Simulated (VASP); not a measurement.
# Mn3O4 (I4_1/amd) in VASP: a series of runs

Mn3O4 is run at these levels: LDA+U; tasks: single point.

All numbers are computed with VASP 6.6.1; they aren't measurements. Logs are shortened: lines on timing, memory, paths and dates and some standing lists are left out, and cuts for length are marked.

## Step 1: The cell of the first run

Symmetry: I4_1/amd, No. 141, tetragonal system. The conventional cell has a = 5.759 Å, b = 5.759 Å, c = 9.460 Å, α = 90.00°, β = 90.00°, γ = 90.00°. Within 2.7 Å of Mn (site symmetry -4m2) lie 4 O at 2.05 Å. Within 2.5 Å of Mn (site symmetry 2/m) lie 6 O at 1.92 to 2.29 Å. O (site symmetry m) has 4 Mn at 1.92 to 2.29 Å and 1 O at 2.53 Å within 2.6 Å.

## Step 2: Single point, LDA+U, collinear spin, ferrimagnetic start

INCAR reads:

```
SYSTEM = Mn3O4
ALGO = Normal ; EDIFF = 1E-7
ENCUT = 520 ; GGA = CA
ISIF = 2 ; ISMEAR = -1
ISPIN = 2 ; ISYM = 0
LASPH = .True. ; LCHARG = .False.
LDAU = .True. ; LDAUJ = 0 0
LDAUL = 2 -1 ; LDAUPRINT = 1
LDAUTYPE = 2 ; LDAUU = 3.9 0
LMAXMIX = 4 ; LORBIT = 11
LREAL = .False. ; LWAVE = .False.
MAGMOM = 2.93 2.93 2.93 2.93 2.93 -2.93 0 0 0 0 0 0 0 0 ; NBANDS = 80
NELM = 150 ; PREC = Accurate
SIGMA = 0.02
```

KPOINTS reads:

```
k-points
0
Gamma
  3 3 4
  0 0 0
```

POSCAR reads:

```
Mn3O4
1.0
   -2.8795000000      2.8795000000      4.7300000000
    2.8795000000     -2.8795000000      4.7300000000
    2.8795000000      2.8795000000     -4.7300000000
Mn O
6 8
Direct
    0.0000000000      0.0000000000      0.0000000000
    0.7500000000      0.2500000000      0.5000000000
    0.8750000000      0.6250000000      0.2500000000
    0.3750000000      0.6250000000      0.2500000000
    0.3750000000      0.6250000000      0.7500000000
    0.3750000000      0.1250000000      0.7500000000
    0.6040000000      0.3840000000      0.2200000000
    0.1340000000      0.4140000000      0.2800000000
    0.1640000000      0.3840000000      0.7800000000
    0.1340000000      0.8540000000      0.7200000000
    0.1460000000      0.8660000000      0.2800000000
    0.6160000000      0.3960000000      0.7800000000
    0.5860000000      0.8660000000      0.7200000000
    0.6160000000      0.8360000000      0.2200000000
```

Potentials or basis: VASP PAW LDA potentials, release 64 (Mn_pv, O).

Started as:

```console
$ cat potpaw_LDA.64/Mn_pv/POTCAR potpaw_LDA.64/O/POTCAR > POTCAR
$ mpirun -np 1 vasp_std > vasp.out
```

OUTCAR:

```text
SYSTEM = Mn3O4
   EDIFF = 1E-7
   ENCUT = 520
   GGA = CA
   ISIF = 2
   ISMEAR = -1
   ISPIN = 2
   ISYM = 0
   LASPH = .True.
   LORBIT = 11
   LREAL = .False.
   NELM = 150
   PREC = Accurate

 ion  position               nearest neighbor table
   1  0.000  0.000  0.000-   8 2.05  13 2.05  11 2.05  10 2.05
   2  0.750  0.250  0.500-   9 2.05  14 2.05  12 2.05   7 2.05
   3  0.875  0.625  0.250-   8 1.92  10 1.92  12 1.92  14 1.92   7 2.29  11 2.29   5 2.88   5 2.88
                             6 3.12   4 3.12   4 3.12   6 3.12
   4  0.375  0.625  0.250-   7 1.92   9 1.92  11 1.92  13 1.92   8 2.29  14 2.29   6 2.88   6 2.88
                             3 3.12   5 3.12   5 3.12   3 3.12
   5  0.375  0.625  0.750-   8 1.92  10 1.92  12 1.92  14 1.92  13 2.29   9 2.29   3 2.88   3 2.88
                             6 3.12   4 3.12   6 3.12   4 3.12
   6  0.375  0.125  0.750-   7 1.92   9 1.92  11 1.92  13 1.92  12 2.29  10 2.29   4 2.88   4 2.88
                             5 3.12   5 3.12   3 3.12   3 3.12
   7  0.604  0.384  0.220-   4 1.92   6 1.92   2 2.05   3 2.29
   8  0.134  0.414  0.280-   3 1.92   5 1.92   1 2.05   4 2.29
   9  0.164  0.384  0.780-   4 1.92   6 1.92   2 2.05   5 2.29
  10  0.134  0.854  0.720-   3 1.92   5 1.92   1 2.05   6 2.29
  11  0.146  0.866  0.280-   4 1.92   6 1.92   1 2.05   3 2.29
  12  0.616  0.396  0.780-   3 1.92   5 1.92   2 2.05   6 2.29
  13  0.586  0.866  0.720-   4 1.92   6 1.92   1 2.05   5 2.29
  14  0.616  0.836  0.220-   3 1.92   5 1.92   2 2.05   4 2.29

IMPORTANT INFORMATION: All symmetrisations will be switched off!
NOSYMM: (Re-)initialisation of all symmetry stuff for point group C_1.

----------------------------------------------------------------------------------------

                                     Primitive cell

  volume of cell :     156.8756

  direct lattice vectors                    reciprocal lattice vectors
    -2.879500000  2.879500000  4.730000000     0.000000000  0.173641257  0.105708245
     2.879500000 -2.879500000  4.730000000     0.173641257  0.000000000  0.105708245
     2.879500000  2.879500000 -4.730000000     0.173641257  0.173641257  0.000000000

  length of vectors
     6.241469418  6.241469418  6.241469418     0.203286791  0.203286791  0.245565821

  position of ions in fractional coordinates (direct lattice)
     0.000000000  0.000000000  0.000000000
     0.750000000  0.250000000  0.500000000
     0.875000000  0.625000000  0.250000000
     0.375000000  0.625000000  0.250000000
     0.375000000  0.625000000  0.750000000
     0.375000000  0.125000000  0.750000000
     0.604000000  0.384000000  0.220000000
     0.134000000  0.414000000  0.280000000
     0.164000000  0.384000000  0.780000000
     0.134000000  0.854000000  0.720000000
     0.146000000  0.866000000  0.280000000
     0.616000000  0.396000000  0.780000000
     0.586000000  0.866000000  0.720000000
     0.616000000  0.836000000  0.220000000

  ion indices of the primitive-cell ions
   primitive index   ion index
                 1           1
                 2           2
                 3           3
                 4           4
                 5           5
                 6           6
                 7           7
                 8           8
                 9           9
                10          10
                11          11
                12          12
                13          13
                14          14

----------------------------------------------------------------------------------------

 KPOINTS: k-points

Automatic generation of k-mesh.
 Grid dimensions read from file:
 generate k-points for:    3    3    4

 Generating k-lattice:

  Cartesian coordinates                     Fractional coordinates (reciprocal lattice)
     0.000000000  0.057880419  0.035236082     0.333333333  0.000000000 -0.000000000
     0.057880419  0.000000000  0.035236082     0.000000000  0.333333333 -0.000000000
     0.043410314  0.043410314  0.000000000     0.000000000  0.000000000  0.250000000

  Length of vectors
     0.067762264  0.067762264  0.061391455

  Shift w.r.t. Gamma in fractional coordinates (k-lattice)
     0.000000000  0.000000000  0.000000000

 -----------------------------------------------------------------------------
|                                                                             |
|           W    W    AA    RRRRR   N    N  II  N    N   GGGG   !!!           |
[... 83 lines left out ...]
     AMIX_MAG =   1.60;   BMIX_MAG =  1.00
  volume/ion in A,a.u.               =      11.21        75.62
  Fermi-wavevector in a.u.,A,eV,Ry     =   1.521761  2.875712 31.507799  2.315758
  Thomas-Fermi vector in A             =   2.630433
   LORBIT       =     11    0 simple, 1 ext, 2 COOP (PROOUT), +10 PAW based schemes
 LDA+U is selected, type is set to LDAUTYPE =  2
   angular momentum for each species LDAUL =     2   -1
   U (eV)           for each species LDAUU =   3.9  0.0
[... 32 lines left out ...]

 Free energy of the ion-electron system (eV)
  ---------------------------------------------------
  ext. energy  EPLUGINS =         0.00000000
  ---------------------------------------------------
  free energy    TOTEN  =      -115.30160640 eV

  energy without entropy =     -115.30160640  energy(sigma->0) =     -115.30160640

 E-fermi :   5.5927     XC(G=0): -11.7954

 val. band max:        5.0752263274   @ k =  -0.0000   0.3333   0.0000
 cond. band min:       6.0740843397   @ k =   0.0000   0.0000   0.5000
 fundamental gap:      0.9988580123
 Fermi energy:         5.5927389642

 spin component 1

 k-point     1 :       0.0000    0.0000    0.0000
  band No.  band energies     occupation
      1     -45.0737      1.00000
      2     -45.0213      1.00000
      3     -45.0116      1.00000
      4     -44.9990      1.00000
      5     -44.9984      1.00000
      6     -44.9575      1.00000
[... 1471 lines left out ...]
     74       6.8463      0.00000
     75       7.0105      0.00000
 Fermi energy:         5.5927389642

 spin component 2

 k-point     1 :       0.0000    0.0000    0.0000
  band No.  band energies     occupation
      1     -44.9603      1.00000
      2     -44.9450      1.00000
      3     -44.5415      1.00000
      4     -41.4163      1.00000
      5     -41.3419      1.00000
      6     -41.3363      1.00000
[... 1471 lines left out ...]
     74       9.4705      0.00000
     75       9.5673      0.00000
 [bands above 75 left out]

------------------------ aborting loop because EDIFF is reached ----------------------------------------

  FORCE on cell =-STRESS in cart. coord.  units (eV):
  Direction    XX          YY          ZZ          XY          YZ          ZX
  --------------------------------------------------------------------------------------
  -------------------------------------------------------------------------------------
  Total       -1.8599200     -1.4087382     -4.6685637     -0.0019973      0.0008986     -0.0485840
  in kB      -18.9954484    -14.3875081    -47.6802553     -0.0203981      0.0091772     -0.4961910
  external PRESSURE =     -27.0210706 kB  Pullay stress =       0.0000000 kB

 VOLUME and BASIS-vectors are now :
 -----------------------------------------------------------------------------
  energy-cutoff  :      520.00
  volume of cell :      156.88
      direct lattice vectors                 reciprocal lattice vectors
    -2.879500000  2.879500000  4.730000000     0.000000000  0.173641257  0.105708245
     2.879500000 -2.879500000  4.730000000     0.173641257  0.000000000  0.105708245
     2.879500000  2.879500000 -4.730000000     0.173641257  0.173641257  0.000000000

 POSITION                                       TOTAL-FORCE (eV/Angst)
 -----------------------------------------------------------------------------------
      0.00000      0.00000      0.00000         0.000256      0.000134     -0.000832
      0.00000      2.87950      2.36500        -0.000250     -0.000134      0.000830
      0.00000      1.43975      5.91250         0.000001     -0.000000      0.000001
      1.43975      0.00000      3.54750         0.000016     -0.000001     -0.000004
      2.87950      1.43975      1.18250         0.000001      0.000001     -0.000000
      1.43975      2.87950     -1.18250         0.000022     -0.000001      0.000006
      0.00000      1.26698      3.63264        -0.131890      0.318941     -0.153976
      1.61252     -0.00000      1.26764        -0.499678      0.000372     -0.091281
      2.87950      1.61252     -1.09736        -0.131254     -0.318952     -0.153873
      4.14648     -0.00000      1.26764         0.452331     -0.000115     -0.115663
      2.87950     -1.26698      3.46236         0.131872     -0.318944      0.153977
      1.61252      2.87950      1.09736        -0.452338      0.000114      0.115662
      2.87950      1.26698      3.46236         0.131237      0.318958      0.153872
      1.26698      0.00000      5.82736         0.499673     -0.000372      0.091281
 -----------------------------------------------------------------------------------
    total drift:                               -0.000000      0.000003     -0.000001

  FREE ENERGIE OF THE ION-ELECTRON SYSTEM (eV)
  ---------------------------------------------------
  free  energy   TOTEN  =      -115.3016063978 eV

  energy  without entropy=     -115.3016063978  energy(sigma->0) =     -115.30160640

 total charge

# of ion       s       p       d       tot
------------------------------------------
    1        0.236   6.219   4.932  11.387
    2        0.236   6.219   4.932  11.387
    3        0.314   6.357   4.884  11.555
    4        0.310   6.357   4.888  11.555
    5        0.314   6.357   4.884  11.555
    6        0.310   6.355   4.896  11.562
    7        1.547   3.469   0.000   5.016
    8        1.547   3.471   0.000   5.018
    9        1.547   3.469   0.000   5.016
   10        1.548   3.468   0.000   5.016
   11        1.547   3.469   0.000   5.016
   12        1.548   3.468   0.000   5.016
   13        1.547   3.469   0.000   5.016
   14        1.547   3.471   0.000   5.018
--------------------------------------------------
tot         14.098  65.617  29.417 109.132

 magnetization (x)

# of ion       s       p       d       tot
------------------------------------------
    1        0.026   0.046   4.448   4.521
    2        0.026   0.046   4.448   4.521
    3        0.037   0.029   3.777   3.843
    4        0.030   0.026   3.765   3.821
    5        0.037   0.029   3.777   3.843
    6       -0.020  -0.016  -3.625  -3.661
    7        0.008   0.047   0.000   0.055
    8        0.007   0.041   0.000   0.048
    9        0.008   0.047   0.000   0.055
   10       -0.003  -0.030   0.000  -0.033
   11        0.008   0.047   0.000   0.055
   12       -0.003  -0.030   0.000  -0.033
   13        0.008   0.047   0.000   0.055
   14        0.007   0.041   0.000   0.048
--------------------------------------------------
tot          0.177   0.373  16.589  17.139
```

Wall time 24 min (1 thread of Oxide Virtual Turin-like, shared host); peak memory 0.44 GiB.

Results:

| Property | Result |
| --- | --- |
| Free energy | -115.3016 eV |
| Pressure | -2.7 GPa |
| Largest force | 0.508 eV/Å |
| Band gap on the k mesh | 1.00 eV (least direct gap 1.36 eV) |
| Net moment | 18.00 μB per cell |
| Site moments | Mn +4.52, +3.84, +3.82, -3.66 (each value once); O +0.06, +0.05, -0.03 (each value once) μB |
| Valence electrons inside the program's atomic spheres | Mn 11.39, 11.55, 11.56 (each value once); O 5.02 |

Forces on the atoms (eV/Å):
```
Mn   0.000  0.000 -0.001
Mn   0.000  0.000  0.001
Mn   0.000  0.000  0.000
Mn   0.000  0.000  0.000
Mn   0.000  0.000  0.000
Mn   0.000  0.000  0.000
O   -0.132  0.319 -0.154
O   -0.500  0.000 -0.091
O   -0.131 -0.319 -0.154
O    0.452  0.000 -0.116
O    0.132 -0.319  0.154
O   -0.452  0.000  0.116
O    0.131  0.319  0.154
O    0.500  0.000  0.091
```

Stress tensor (GPa, compression positive):
```
-1.90  0.00 -0.05
 0.00 -1.44  0.00
-0.05  0.00 -4.77
```

Eigenvalues of the final occupation matrices:
| site | spin | trace | eigenvalues |
| --- | --- | --- | --- |
| site 1 d | 1 | 4.71 | 0.94 0.94 0.94 0.94 0.95 |
| site 1 d | 2 | 0.25 | 0.02 0.03 0.06 0.07 0.07 |
| site 2 d | 1 | 4.71 | 0.94 0.94 0.94 0.94 0.95 |
| site 2 d | 2 | 0.25 | 0.02 0.03 0.06 0.07 0.07 |
| site 3 d | 1 | 4.35 | 0.50 0.95 0.95 0.96 0.98 |
| site 3 d | 2 | 0.56 | 0.04 0.05 0.07 0.13 0.27 |
| site 4 d | 1 | 4.34 | 0.50 0.95 0.95 0.96 0.98 |
| site 4 d | 2 | 0.57 | 0.05 0.05 0.07 0.13 0.27 |
| site 5 d | 1 | 4.35 | 0.50 0.95 0.95 0.96 0.98 |
| site 5 d | 2 | 0.56 | 0.04 0.05 0.07 0.13 0.27 |
| site 6 d | 1 | 0.65 | 0.06 0.07 0.08 0.15 0.29 |
| site 6 d | 2 | 4.28 | 0.45 0.95 0.95 0.96 0.97 |

A k mesh can miss the band edges. The state reached can hang on the start; a lower one may exist.

## Step 3: Single point, LDA+U, collinear spin, ferrimagnetic start

INCAR reads:

```
SYSTEM = Mn3O4
  PREC = Accurate
  ENCUT = 520
  EDIFF = 1E-6
  ISMEAR = -1
  SIGMA = 0.02
  LREAL = .FALSE.
  LASPH = .TRUE.
  NELM = 150
  ALGO = Normal
  ISIF = 2
  LWAVE = .FALSE.
  LCHARG = .FALSE.
  ISPIN = 2
  MAGMOM = 4.5 4.5 -4.5 4.5 4.5 -4.5 0 0 0 0 0 0 0 0
  LORBIT = 11
  LMAXMIX = 4
  LDAU = .TRUE.
  LDAUTYPE = 2
  LDAUL = 2 -1
  LDAUU = 3.9 0
  LDAUJ = 0 0
  LDAUPRINT = 1
  GGA = CA
  NBANDS = 80
```

KPOINTS reads:

```
regular mesh
0
G
  3 3 4
  0 0 0
```

POSCAR is that of step 2.

Potentials or basis: VASP PAW LDA potentials, release 64 (Mn_pv, O).

Started as:

```console
$ cat potpaw_LDA.64/Mn_pv/POTCAR potpaw_LDA.64/O/POTCAR > POTCAR
$ mpirun -np 1 vasp_std > vasp.out
```

It took 15 min on 1 thread of Oxide Virtual Turin-like, shared host; peak memory 0.38 GiB.

Results (log left out):

```yaml
Free_energy: -115.4443 eV
Pressure: -3.7 GPa
Largest_force: 0.395 eV/Å
Band_gap_on_the_k_mesh: 1.34 eV (least direct gap 1.40 eV)
Net_moment: 10.00 μB per cell
Site_moments: Mn +4.51, -3.68, +3.81 (each value once); O -0.02, +0.06 (each value once) μB
Valence_electrons_inside_the_program's_atomic_spheres: Mn 11.39, 11.56 (each value once); O 5.01
```

Forces in eV/Å, atoms in the order of the input:
```
Mn  -0.009  0.009  0.000
Mn   0.009 -0.009  0.000
Mn   0.000  0.000  0.000
Mn   0.000  0.000  0.000
Mn   0.000  0.000  0.000
Mn   0.000  0.000  0.000
O   -0.049  0.372 -0.124
O   -0.314 -0.159 -0.126
O   -0.159 -0.314 -0.126
O    0.372 -0.049 -0.124
O    0.049 -0.372  0.124
O   -0.372  0.049  0.124
O    0.159  0.314  0.126
O    0.314  0.159  0.126
```

Stress tensor (GPa, compression positive):
```
-2.82  0.71  0.04
 0.71 -2.82  0.04
 0.04  0.04 -5.32
```

Levels at points of the mesh, in eV from the valence-band top:
Spin up:
```csv
k point,band 66,band 67,band 68,band 69,band 70,band 71
"(0.00, 0.00, 0.00)",-0.33,-0.18,-0.15,2.26,2.29,2.76
"(0.00, 0.00, 0.50)",-0.71,-0.32,-0.32,1.47,1.47,3.29
```
Spin down:
```tsv
k point	band 56	band 57	band 58	band 59	band 60	band 61
(0.00, 0.00, 0.00)	-1.95	-0.59	-0.44	2.11	2.28	2.74
(0.00, 0.00, 0.50)	-1.67	-0.70	-0.70	1.34	1.34	3.25
```

Eigenvalues of the final occupation matrices:
```
    site  spin  trace               eigenvalues
site 1 d     1   4.71  0.94 0.94 0.94 0.94 0.95
site 1 d     2   0.26  0.02 0.03 0.06 0.07 0.07
site 2 d     1   4.71  0.94 0.94 0.94 0.94 0.95
site 2 d     2   0.26  0.02 0.03 0.06 0.07 0.07
site 3 d     1   0.64  0.06 0.07 0.08 0.14 0.29
site 3 d     2   4.28  0.45 0.95 0.95 0.96 0.97
site 4 d     1   4.34  0.50 0.95 0.95 0.96 0.98
site 4 d     2   0.58  0.05 0.06 0.07 0.13 0.27
site 5 d     1   4.34  0.50 0.95 0.95 0.96 0.98
site 5 d     2   0.58  0.05 0.06 0.07 0.13 0.27
site 6 d     1   0.64  0.06 0.07 0.08 0.14 0.29
site 6 d     2   4.28  0.45 0.95 0.95 0.96 0.97
```

Caveat: the cell stands under tension. A k mesh can miss the band edges.

## Step 4: Single point, LDA+U, collinear spin, ferrimagnetic start

INCAR reads:

```
SYSTEM = Mn3O4
PREC = Accurate
ENCUT = 520
EDIFF = 1E-7
ISMEAR = -1
SIGMA = 0.02
LREAL = .FALSE.
LASPH = .TRUE.
NELM = 150
ALGO = Normal
ISIF = 2
LWAVE = .FALSE.
LCHARG = .TRUE.
ISPIN = 2
MAGMOM = 4.5 4.5 -4.5 4.5 4.5 -4.5 0 0 0 0 0 0 0 0
LORBIT = 11
LMAXMIX = 4
LDAU = .TRUE.
LDAUTYPE = 2
LDAUL = 2 -1
LDAUU = 3.9 0
LDAUJ = 0 0
LDAUPRINT = 1
LELF = .TRUE.
LVHAR = .TRUE.
NBANDS = 80
```

KPOINTS is that of step 3.

POSCAR is that of step 3.

Started as:

```console
$ cat potpaw_LDA.64/Mn_pv/POTCAR potpaw_LDA.64/O/POTCAR > POTCAR
$ mpirun -np 1 vasp_std > vasp.out
```

It took 13 min on 1 thread of Oxide Virtual Turin-like, shared host; peak memory 0.38 GiB.

It converged, with:

```yaml
Free_energy: -115.4443 eV
Pressure: -3.6 GPa
Largest_force: 0.395 eV/Å
Band_gap_on_the_k_mesh: 1.34 eV (least direct gap 1.40 eV)
Net_moment: 10.00 μB per cell
Site_moments: Mn +4.51, -3.68, +3.81 (each value once); O -0.02, +0.06 (each value once) μB
Valence_electrons_inside_the_program's_atomic_spheres: Mn 11.39, 11.56 (each value once); O 5.01
```

Forces on the atoms (eV/Å):
```
Mn  -0.009  0.009  0.000
Mn   0.009 -0.009  0.000
Mn   0.000  0.000  0.000
Mn   0.000  0.000  0.000
Mn   0.000  0.000  0.000
Mn   0.000  0.000  0.000
O   -0.049  0.372 -0.124
O   -0.314 -0.159 -0.126
O   -0.159 -0.314 -0.126
O    0.372 -0.049 -0.124
O    0.049 -0.372  0.124
O   -0.372  0.049  0.124
O    0.159  0.314  0.126
O    0.314  0.159  0.126
```

Stress tensor (GPa, compression positive):
```
-2.80  0.71  0.04
 0.71 -2.80  0.04
 0.04  0.04 -5.29
```

Levels at points of the mesh, in eV from the valence-band top:
Spin up:
```
           k point  band 66  band 67  band 68  band 69  band 70  band 71
(0.00, 0.00, 0.00)    -0.33    -0.18    -0.15     2.26     2.29     2.76
(0.00, 0.00, 0.50)    -0.71    -0.32    -0.32     1.47     1.47     3.30
```
Spin down:
| k point | band 55 | band 56 | band 57 | band 58 | band 59 | band 60 | band 61 | band 62 |
| --- | --- | --- | --- | --- | --- | --- | --- | --- |
| (0.00, 0.00, 0.00) | -2.03 | -1.95 | -0.59 | -0.44 | 2.11 | 2.28 | 2.74 | 2.84 |
| (0.00, 0.00, 0.50) | -1.67 | -1.67 | -0.70 | -0.70 | 1.34 | 1.34 | 3.25 | 3.25 |

Eigenvalues of the final occupation matrices:
| site | spin | trace | eigenvalues |
| --- | --- | --- | --- |
| site 1 d | 1 | 4.71 | 0.94 0.94 0.94 0.94 0.95 |
| site 1 d | 2 | 0.26 | 0.02 0.03 0.06 0.07 0.07 |
| site 2 d | 1 | 4.71 | 0.94 0.94 0.94 0.94 0.95 |
| site 2 d | 2 | 0.26 | 0.02 0.03 0.06 0.07 0.07 |
| site 3 d | 1 | 0.64 | 0.06 0.07 0.08 0.14 0.29 |
| site 3 d | 2 | 4.28 | 0.45 0.95 0.95 0.96 0.97 |
| site 4 d | 1 | 4.34 | 0.50 0.95 0.95 0.96 0.98 |
| site 4 d | 2 | 0.58 | 0.05 0.06 0.07 0.13 0.27 |
| site 5 d | 1 | 4.34 | 0.50 0.95 0.95 0.96 0.98 |
| site 5 d | 2 | 0.58 | 0.05 0.06 0.07 0.13 0.27 |
| site 6 d | 1 | 0.64 | 0.06 0.07 0.08 0.14 0.29 |
| site 6 d | 2 | 4.28 | 0.45 0.95 0.95 0.96 0.97 |

Caveat: the cell stands under tension. A k mesh can miss the band edges.
